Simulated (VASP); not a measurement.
# BaTiO3 (P4mm) in VASP: a series of runs

The runs below take BaTiO3 through relaxation of cell and atoms, single point, with PBE.

Program: VASP 6.6.1. These are calculated values, not measurements. Logs are shortened: lines on timing, memory, paths and dates and some standing lists are left out, and cuts for length are marked.

**1. The cell of the first run**

Symmetry: P4mm, No. 99, tetragonal system. The conventional cell has a = 3.990 Å, b = 3.990 Å, c = 4.103 Å, α = 90.00°, β = 90.00°, γ = 90.00°. Ba (site symmetry 4mm) has 12 O at 2.81 to 2.92 Å and 8 Ti at 3.45 to 3.53 Å within 3.7 Å. Ti (site symmetry 4mm) has 6 O at 1.84 to 2.26 Å within 2.4 Å. O (site symmetry 2mm) has 2 Ti at 2.00 Å within 2.7 Å. O (site symmetry 4mm) has 2 Ti at 1.84 to 2.26 Å within 2.4 Å.

**2. Relaxation of cell and atoms, PBE**

Input file INCAR:

```
ALGO = Normal
EDIFF = 1E-6
EDIFFG = -0.005
ENCUT = 600
GGA = PE
IBRION = 2
ISIF = 3
ISMEAR = 0
LASPH = T
LCHARG = F
LREAL = F
LWAVE = F
NELM = 100
NSW = 100
PREC = Accurate
SIGMA = 0.02
```

Input file KPOINTS:

```
k-points
0
Gamma
  8 8 8
```

Input file POSCAR:

```
BaTiO3
1.0
    3.9903792100      0.0000000000      0.0000000000
    0.0000000000      3.9903792100      0.0000000000
    0.0000000000      0.0000000000      4.1026553900
Ba Ti O
1 1 3
Direct
    0.5000000000      0.5000000000      0.5825414600
    0.0000000000      0.0000000000      0.1000427000
    0.0000000000      0.5000000000      0.0642205400
    0.5000000000      0.0000000000      0.0642205400
    0.0000000000      0.0000000000      0.5489717500
```

Potentials or basis: VASP PAW PBE potentials, release 64 (Ba_sv, Ti_sv, O).

Command:

```
$ cat potpaw_PBE.64/Ba_sv/POTCAR potpaw_PBE.64/Ti_sv/POTCAR potpaw_PBE.64/O/POTCAR > POTCAR
$ mpirun -np 1 vasp_std > vasp.out
```

OUTCAR:

```text
EDIFF = 1E-6
   EDIFFG = -0.005
   ENCUT = 600
   GGA = PE
   IBRION = 2
   ISIF = 3
   ISMEAR = 0
   LASPH = T
   LREAL = F
   NELM = 100
   NSW = 100
   PREC = Accurate

 ion  position               nearest neighbor table
   1  0.500  0.500  0.583-   3 2.81   4 2.81   4 2.81   3 2.81   5 2.82   5 2.82   5 2.82   5 2.82
                             3 2.92   4 2.92   3 2.92   4 2.92   2 3.45   2 3.45   2 3.45   2 3.45
   2  0.000  0.000  0.100-   5 1.84   4 2.00   3 2.00   3 2.00   4 2.00   5 2.26   1 3.45   1 3.45
                             1 3.45   1 3.45   1 3.53   1 3.53   1 3.53   1 3.53
   3  0.000  0.500  0.064-   2 2.00   2 2.00   1 2.81   1 2.81   1 2.92   1 2.92
   4  0.500  0.000  0.064-   2 2.00   2 2.00   1 2.81   1 2.81   1 2.92   1 2.92
   5  0.000  0.000  0.549-   2 1.84   2 2.26   1 2.82   1 2.82   1 2.82   1 2.82

  LATTYP: Found a simple tetragonal cell.
 ALAT       =     3.9903792100
 C/A-ratio  =     1.0281367194

  Lattice vectors:

 A1 = (   3.9903792100,   0.0000000000,   0.0000000000)
 A2 = (   0.0000000000,   3.9903792100,   0.0000000000)
 A3 = (   0.0000000000,   0.0000000000,   4.1026553900)

Analysis of symmetry for initial positions (statically):
=====================================================================
 Subroutine PRICEL returns:
 Original cell was already a primitive cell.

 Routine SETGRP: Setting up the symmetry group for a
 simple tetragonal supercell.

 Subroutine GETGRP returns: Found  8 space group operations
 (whereof  8 operations were pure point group operations)
 out of a pool of 16 trial point group operations.

The static configuration has the point symmetry C_4v.

Analysis of symmetry for dynamics (positions and initial velocities):
=====================================================================
 Subroutine PRICEL returns:
 Original cell was already a primitive cell.

 Routine SETGRP: Setting up the symmetry group for a
 simple tetragonal supercell.

 Subroutine GETGRP returns: Found  8 space group operations
 (whereof  8 operations were pure point group operations)
 out of a pool of 16 trial point group operations.

The dynamic configuration has the point symmetry C_4v.

 Subroutine INISYM returns: Found  8 space group operations
 (whereof  8 operations are pure point group operations),
 and found     1 'primitive' translations

----------------------------------------------------------------------------------------

                                     Primitive cell

  volume of cell :      65.3271

  direct lattice vectors                    reciprocal lattice vectors
     3.990379210  0.000000000  0.000000000     0.250602749  0.000000000  0.000000000
     0.000000000  3.990379210  0.000000000     0.000000000  0.250602749  0.000000000
     0.000000000  0.000000000  4.102655390     0.000000000  0.000000000  0.243744576

  length of vectors
     3.990379210  3.990379210  4.102655390     0.250602749  0.250602749  0.243744576

  position of ions in fractional coordinates (direct lattice)
     0.500000000  0.500000000  0.582541460
     0.000000000  0.000000000  0.100042700
     0.000000000  0.500000000  0.064220540
     0.500000000  0.000000000  0.064220540
     0.000000000  0.000000000  0.548971750

  ion indices of the primitive-cell ions
   primitive index   ion index
                 1           1
                 2           2
                 3           3
                 4           4
                 5           5

----------------------------------------------------------------------------------------

 KPOINTS: k-points

Automatic generation of k-mesh.
 Grid dimensions read from file:
 generate k-points for:    8    8    8

 Generating k-lattice:

  Cartesian coordinates                     Fractional coordinates (reciprocal lattice)
     0.031325344  0.000000000  0.000000000     0.125000000  0.000000000  0.000000000
     0.000000000  0.031325344  0.000000000     0.000000000  0.125000000  0.000000000
     0.000000000  0.000000000  0.030468072     0.000000000  0.000000000  0.125000000

  Length of vectors
     0.031325344  0.031325344  0.030468072

  Shift w.r.t. Gamma in fractional coordinates (k-lattice)
     0.000000000  0.000000000  0.000000000

 Subroutine IBZKPT returns following result:
 ===========================================

 Found     75 irreducible k-points:

 Following reciprocal coordinates:
            Coordinates               Weight
  0.000000  0.000000  0.000000      1.000000
  0.125000  0.000000  0.000000      4.000000
  0.250000  0.000000  0.000000      4.000000
  0.375000  0.000000  0.000000      4.000000
  0.500000  0.000000  0.000000      2.000000
  0.125000  0.125000  0.000000      4.000000
[... 16 lines left out ...]
  0.375000  0.125000  0.125000     16.000000
  0.500000  0.125000  0.125000      8.000000
 [... further k-points ...]
   k-points           NKPTS =     75   k-points in BZ     NKDIM =     75   number of bands    NBANDS=     24
   number of dos      NEDOS =    301   number of ions     NIONS =      5
   total plane-waves  NPLWV =  36864
   dimension x,y,z NGX =    32 NGY =   32 NGZ =   36
   dimension x,y,z NGXF=    64 NGYF=   64 NGZF=   72
   ions per type =               1   1   3
   NGX,Y,Z   is equivalent  to a cutoff of  13.33, 13.33, 14.59 a.u.
   NGXF,Y,Z  is equivalent  to a cutoff of  26.66, 26.66, 29.18 a.u.
 SYSTEM =  unknown system
   PREC   = accura    normal or accurate (medium, high low for compatibility)
   ISTART =      0    job   : 0-new  1-cont  2-samecut
   ICHARG =      2    charge: 1-file 2-atom 10-const
   ISPIN  =      1    spin polarized calculation?
   LNONCOLLINEAR =      F non collinear calculations
   LSORBIT =      F    spin-orbit coupling
   LASPH  =      T    aspherical Exc in radial PAW
   ENCUT  =  600.0 eV  44.10 Ry    6.64 a.u.   7.97  7.97  8.19*2*pi/ulx,y,z
   NELM   =    100;   NELMIN=  2; NELMDL= -5     # of ELM steps
   EDIFF  = 0.1E-05   stopping-criterion for ELM
   LREAL  =      F    real-space projection
   EDIFFG = -.5E-02   stopping-criterion for IOM
   NSW    =    100    number of steps for IOM
   IBRION =      2    ionic relax: 0-MD 1-quasi-New 2-CG
   NFREE  =      1    steps in history (QN), initial steepest desc. (CG)
   ISIF   =      3    stress and relaxation
   ISYM   =      2    0-nonsym 1-usesym 2-fastsym
   POTIM  = 0.5000    time-step for ionic-motion
   TEBEG  =    0.0;   TEEND  =   0.0 temperature during run
   PSTRESS=    0.0 pullay stress
   NELECT =      40.0000    total number of electrons
   NUPDOWN=      -1.0000    fix difference up-down
   EMIN   =  10.00;   EMAX   =-10.00  energy-range for DOS
   EFERMI =   0.00;   METHOD = LEGACY
   ISMEAR =     0;   SIGMA  =   0.02  broadening in eV -4-tet -1-fermi 0-gaus
   EFERMI_NEDOS =   21; number of points for ismear=-14 and -15
   IALGO  =     38    algorithm
   IMIX   =      4    mixing-type and parameters
     AMIX     =   0.40;   BMIX     =  1.00
     AMIX_MAG =   1.60;   BMIX_MAG =  1.00
  volume/ion in A,a.u.               =      13.07        88.17
  Fermi-wavevector in a.u.,A,eV,Ry     =   1.390157  2.627015 26.293737  1.932535
  Thomas-Fermi vector in A             =   2.514119
   LORBIT       =      0    0 simple, 1 ext, 2 COOP (PROOUT), +10 PAW based schemes
   GGA     = PE    functional components
   LHFCALC =     F    Hartree Fock is set to
   AEXX    =    0.0000 exact exchange contribution
   IVDW    =     0    specifies the selected vdW correction
   LEPSILON=     F    determine dielectric tensor
   LRPA    =     F    only Hartree local field effects (RPA)
 conjugate gradient relaxation of ions
 non-spin polarized calculation
 Gauss-broadening in eV      SIGMA  =   0.02
  energy-cutoff  :      600.00
  volume of cell :       65.33
 maximum number of plane-waves:      2212
 NGX is ok and might be reduce to    32
   NGX = 15   NGY = 15   NGZ = 17

--------------------------------------- Ionic step        1  -------------------------------------------

 number of electron      39.9999993 magnetization

 Free energy of the ion-electron system (eV)
  ---------------------------------------------------
  ext. energy  EPLUGINS =         0.00000000
  ---------------------------------------------------
  free energy    TOTEN  =       -40.02782027 eV

  energy without entropy =      -40.02782027  energy(sigma->0) =      -40.02782027

------------------------ aborting loop because EDIFF is reached ----------------------------------------

  FORCE on cell =-STRESS in cart. coord.  units (eV):
  Direction    XX          YY          ZZ          XY          YZ          ZX
  --------------------------------------------------------------------------------------
  -------------------------------------------------------------------------------------
  Total        1.1822416      1.1822416      1.2295505      0.0000000      0.0000000      0.0000000
  in kB       28.9950224     28.9950224     30.1552936      0.0000000      0.0000000      0.0000000
  external PRESSURE =      29.3817795 kB  Pullay stress =       0.0000000 kB
[... 98 lines left out ...]
  FREE ENERGIE OF THE ION-ELECTRON SYSTEM (eV)
  ---------------------------------------------------
  free  energy   TOTEN  =       -40.0388356327 eV

  energy  without entropy=      -40.0388356327  energy(sigma->0) =      -40.03883563

[... ionic steps 4 to 23 ...]

--------------------------------------- Ionic step       24  -------------------------------------------

 number of electron      39.9999992 magnetization

------------------------ aborting loop because EDIFF is reached ----------------------------------------
[... 73 lines left out ...]
--------------------------------------- Ionic step       26  -------------------------------------------

 number of electron      39.9999992 magnetization

 Free energy of the ion-electron system (eV)
  ---------------------------------------------------
  ext. energy  EPLUGINS =         0.00000000
  ---------------------------------------------------
  free energy    TOTEN  =       -40.04748710 eV

  energy without entropy =      -40.04748710  energy(sigma->0) =      -40.04748710

 E-fermi :   3.7730     XC(G=0): -10.9693

 val. band max:        3.6800150728   @ k =   0.5000   0.5000   0.5000
 cond. band min:       5.4480377666   @ k =   0.0000   0.0000   0.0000
 fundamental gap:      1.7680226938
 Fermi energy:         3.7729954285

 k-point     1 :       0.0000    0.0000    0.0000
  band No.  band energies     occupation
      1     -53.0106      2.00000
      2     -29.3429      2.00000
      3     -29.2036      2.00000
      4     -29.2036      2.00000
      5     -21.5521      2.00000
      6     -13.3224      2.00000
[... 637 lines left out ...]
     23       7.1768      0.00000
     24       8.1624      0.00000

 [... further k-points ...]

------------------------ aborting loop because EDIFF is reached ----------------------------------------

  FORCE on cell =-STRESS in cart. coord.  units (eV):
  Direction    XX          YY          ZZ          XY          YZ          ZX
  --------------------------------------------------------------------------------------
  -------------------------------------------------------------------------------------
  Total       -0.0022563     -0.0022563      0.0128884      0.0000000      0.0000000      0.0000000
  in kB       -0.0536219     -0.0536219      0.3062974      0.0000000      0.0000000      0.0000000
  external PRESSURE =       0.0663512 kB  Pullay stress =       0.0000000 kB
[... 20 lines left out ...]
  FREE ENERGIE OF THE ION-ELECTRON SYSTEM (eV)
  ---------------------------------------------------
  free  energy   TOTEN  =       -40.0474871025 eV

  energy  without entropy=      -40.0474871025  energy(sigma->0) =      -40.04748710

 reached required accuracy - stopping structural energy minimisation
```

It took 11 min on 1 thread of Intel Xeon 6975P-C (Granite Rapids), shared host; peak memory 0.31 GiB.

Results:

```
Free energy                           : -40.0475 eV
Relaxed volume                        : 13.48 Å³/atom
Relaxed cell                          : a = 3.996 Å, b = 3.996 Å, c = 4.222 Å, α = 90.00°, β = 90.00°, γ = 90.00°
Space group after relaxing (to 0.1 Å) : P4mm (No. 99)
Energy gained by relaxing             : 3.9 meV/atom
Ionic steps                           : 26
Pressure after relaxing               : 0.0 GPa
Largest force after relaxing          : 0.003 eV/Å
Band gap on the k mesh                : 1.77 eV (least direct gap 2.34 eV)
```

Forces on the atoms (eV/Å):
```
Ba   0.000  0.000  0.000
Ti   0.000  0.000  0.003
O    0.000  0.000 -0.002
O    0.000  0.000 -0.002
O    0.000  0.000  0.001
```

Step by step:
| step | energy change (eV) | largest force (eV/Å) | pressure (GPa) | volume (Å³) |
| --- | --- | --- | --- | --- |
| 1 | 0.0000 | 0.0546 | 2.94 | 65.33 |
| 2 | -0.0028 | 0.3534 | -2.43 | 67.62 |
| 3 | -0.0110 | 0.1909 | -0.05 | 66.54 |
| 4 | -0.0134 | 0.0816 | 0.00 | 66.69 |
| 5 | -0.0140 | 0.0609 | 0.05 | 66.81 |
| 6 | -0.0158 | 0.0646 | -0.02 | 66.95 |
| 7 | -0.0186 | 0.0806 | -0.13 | 67.34 |
| 8 | -0.0188 | 0.0862 | -0.15 | 67.45 |
| 9 | -0.0193 | 0.0409 | 0.05 | 67.29 |
| 10 | -0.0193 | 0.0452 | 0.04 | 67.31 |
| 11 | -0.0195 | 0.0170 | 0.10 | 67.29 |
| 12 | -0.0196 | 0.0165 | 0.13 | 67.29 |
| 13 | -0.0195 | 0.0310 | -0.21 | 67.43 |
| 14 | -0.0196 | 0.0146 | -0.02 | 67.35 |
| 15 | -0.0196 | 0.0060 | 0.00 | 67.35 |
| 16 | -0.0196 | 0.0106 | 0.02 | 67.36 |
| 17 | -0.0197 | 0.0142 | 0.02 | 67.38 |
| 18 | -0.0196 | 0.0233 | -0.06 | 67.45 |
| 19 | -0.0197 | 0.0203 | -0.07 | 67.43 |
| 20 | -0.0197 | 0.0169 | -0.05 | 67.41 |
| 21 | -0.0197 | 0.0162 | -0.01 | 67.39 |
| 22 | -0.0197 | 0.0097 | 0.03 | 67.40 |
| 23 | -0.0197 | 0.0073 | 0.01 | 67.40 |
| 24 | -0.0197 | 0.0070 | 0.02 | 67.40 |
| 25 | -0.0197 | 0.0069 | 0.02 | 67.40 |
| 26 | -0.0197 | 0.0033 | 0.01 | 67.42 |

Final structure:
```yaml
crystal:
  lattice:
    - [3.99620, 0.00000, 0.00000]
    - [0.00000, 3.99620, 0.00000]
    - [0.00000, 0.00000, 4.22156]
  atoms:
    - { symbol: Ba, position: [0.50000, 0.50000, 0.59004] }
    - { symbol: Ti, position: [0.00000, 0.00000, 0.10879] }
    - { symbol: O, position: [0.00000, 0.50000, 0.06111] }
    - { symbol: O, position: [0.50000, 0.00000, 0.06111] }
    - { symbol: O, position: [0.00000, 0.00000, 0.53894] }
```

Caveat: spin-orbit coupling is left out, which moves the levels of the heavy elements.

**3. Single point, PBE**

This run uses another cell than the first one, of 13.38 Å³/atom.

Input file INCAR:

```
PREC = Accurate
ENCUT = 910
EDIFF = 1E-6
ISMEAR = 0
SIGMA = 0.02
LREAL = False
LASPH = True
NELM = 120
ALGO = Normal
ISIF = 2
LWAVE = False
LCHARG = False
GGA = PE
NBANDS = 28
GGA_COMPAT = False
```

Input file KPOINTS:

```
regular mesh
0
Gamma
  8 8 6
```

Input file POSCAR:

```
BaTiO3
1.0
    3.9256680472      0.0000000000      0.0000000000
    0.0000000000      3.9256680472      0.0000000000
    0.0000000000      0.0000000000      4.3396355141
Ba Ti O
1 1 3
Direct
    0.5000000000      0.5000000000      0.6006022887
    0.0000000000      0.0000000000      0.1157124600
    0.0000000000      0.5000000000      0.0564191287
    0.5000000000      0.0000000000      0.0564191287
    0.0000000000      0.0000000000      0.5308439838
```

Potentials or basis: VASP PAW PBE potentials, release 64 (Ba_sv, Ti_sv, O_h).

Command:

```
$ cat potpaw_PBE.64/Ba_sv/POTCAR potpaw_PBE.64/Ti_sv/POTCAR potpaw_PBE.64/O_h/POTCAR > POTCAR
$ mpirun -np 1 vasp_std > vasp.out
```

Run time: 2 min. Hardware: 1 thread of Intel Xeon 6975P-C (Granite Rapids), shared host; peak memory 0.44 GiB.

Results (log left out):

* Free energy: -40.0411 eV
* Pressure: 3.4 GPa
* Largest force: 0.067 eV/Å
* Band gap on the k mesh: 1.84 eV (least direct gap 2.52 eV)

Forces in eV/Å, atoms in the order of the input:
```
Ba   0.000  0.000 -0.067
Ti   0.000  0.000 -0.031
O    0.000  0.000  0.032
O    0.000  0.000  0.032
O    0.000  0.000  0.033
```

Stress tensor (GPa, compression positive):
```
4.51 0.00 0.00
0.00 4.51 0.00
0.00 0.00 1.18
```

Levels at points of the mesh, in eV from the valence-band top:
| k point | band 18 | band 19 | band 20 | band 21 | band 22 | band 23 |
| --- | --- | --- | --- | --- | --- | --- |
| (0.00, 0.00, 0.00) | -1.34 | -0.68 | -0.68 | 1.84 | 2.69 | 2.69 |
| (0.50, 0.00, 0.00) | -1.94 | -1.82 | -1.67 | 2.74 | 3.47 | 3.58 |
| (0.50, 0.50, 0.00) | -1.17 | -1.17 | -0.04 | 3.63 | 3.63 | 3.74 |
| (0.00, 0.00, 0.50) | -2.12 | -0.76 | -0.76 | 1.93 | 3.42 | 3.42 |
| (0.50, 0.00, 0.50) | -1.43 | -1.27 | -0.78 | 3.43 | 3.55 | 3.62 |
| (0.50, 0.50, 0.50) | -0.74 | -0.74 | 0.00 | 3.88 | 3.88 | 4.12 |

Caveat: the cutoff is under 1.25 times the usual one of these potentials, so pressure, stress and relaxed cells hold a basis-set (Pulay) error; the cell stands under pressure; spin-orbit coupling is left out, which moves the levels of the heavy elements.

**4. Single point, PBE (biaxial strain in the a-b plane: -3.0 %)**

Input file INCAR:

```
ALGO = Normal
EDIFF = 1E-6
ENCUT = 910
GGA = PE
GGA_COMPAT = F
ISIF = 2
ISMEAR = 0
LASPH = T
LCHARG = F
LREAL = F
LWAVE = F
NBANDS = 28
NELM = 120
PREC = Accurate
SIGMA = 0.02
```

Input file KPOINTS:

```
k-points
0
Gamma
  8 8 6
```

Changes to POSCAR since step 3:

```diff
@@ -2,5 +2,5 @@
 1.0
-    3.9256680472      0.0000000000      0.0000000000
-    0.0000000000      3.9256680472      0.0000000000
-    0.0000000000      0.0000000000      4.3396355141
+    3.8658863003      0.0000000000      0.0000000000
+    0.0000000000      3.8658863003      0.0000000000
+    0.0000000000      0.0000000000      4.2760913399
 Ba Ti O
```

Command:

```
$ cat potpaw_PBE.64/Ba_sv/POTCAR potpaw_PBE.64/Ti_sv/POTCAR potpaw_PBE.64/O_h/POTCAR > POTCAR
$ mpirun -np 1 vasp_std > vasp.out
```

Run time: 2.6 min. Hardware: 1 thread of Intel Xeon Platinum 8488C (Sapphire Rapids), shared host; peak memory 0.42 GiB.

It converged, with:

| Item | Value |
| --- | --- |
| Free energy | -39.8958 eV |
| Pressure | 11.7 GPa |
| Largest force | 0.699 eV/Å |
| Band gap on the k mesh | 1.93 eV (least direct gap 2.63 eV) |

Forces in eV/Å, atoms in the order of the input:
```
Ba   0.000  0.000 -0.170
Ti   0.000  0.000 -0.500
O    0.000  0.000 -0.015
O    0.000  0.000 -0.015
O    0.000  0.000  0.699
```

Stress tensor (GPa, compression positive):
```
13.26  0.00  0.00
 0.00 13.26  0.00
 0.00  0.00  8.66
```

Levels at points of the mesh, in eV from the valence-band top:
| k point | band 16 | band 17 | band 18 | band 19 | band 20 | band 21 | band 22 | band 23 | band 24 | band 25 |
| --- | --- | --- | --- | --- | --- | --- | --- | --- | --- | --- |
| (0.00, 0.00, 0.00) | -2.02 | -1.65 | -1.34 | -0.69 | -0.69 | 1.93 | 2.84 | 2.84 | 4.15 | 4.61 |
| (0.50, 0.00, 0.00) | -2.26 | -2.24 | -1.97 | -1.87 | -1.71 | 2.90 | 3.70 | 3.82 | 4.40 | 5.90 |
| (0.50, 0.50, 0.00) | -3.43 | -2.22 | -1.15 | -1.15 | -0.05 | 3.88 | 3.88 | 4.00 | 4.29 | 7.70 |
| (0.00, 0.00, 0.50) | -2.31 | -2.30 | -2.26 | -0.76 | -0.76 | 2.04 | 3.64 | 3.64 | 4.55 | 5.85 |
| (0.50, 0.00, 0.50) | -2.85 | -1.95 | -1.44 | -1.29 | -0.82 | 3.66 | 3.79 | 3.84 | 5.32 | 7.10 |
| (0.50, 0.50, 0.50) | -2.69 | -2.69 | -0.78 | -0.78 | 0.00 | 4.14 | 4.14 | 4.40 | 5.92 | 6.39 |

Caveat: the cell differs from its parent crystal (biaxial strain in the a-b plane: -3.0 %); the cutoff is under 1.25 times the usual one of these potentials, so pressure, stress and relaxed cells hold a basis-set (Pulay) error; the cell stands under pressure; spin-orbit coupling is left out, which moves the levels of the heavy elements.

(Part 1 of 2 ends here.)
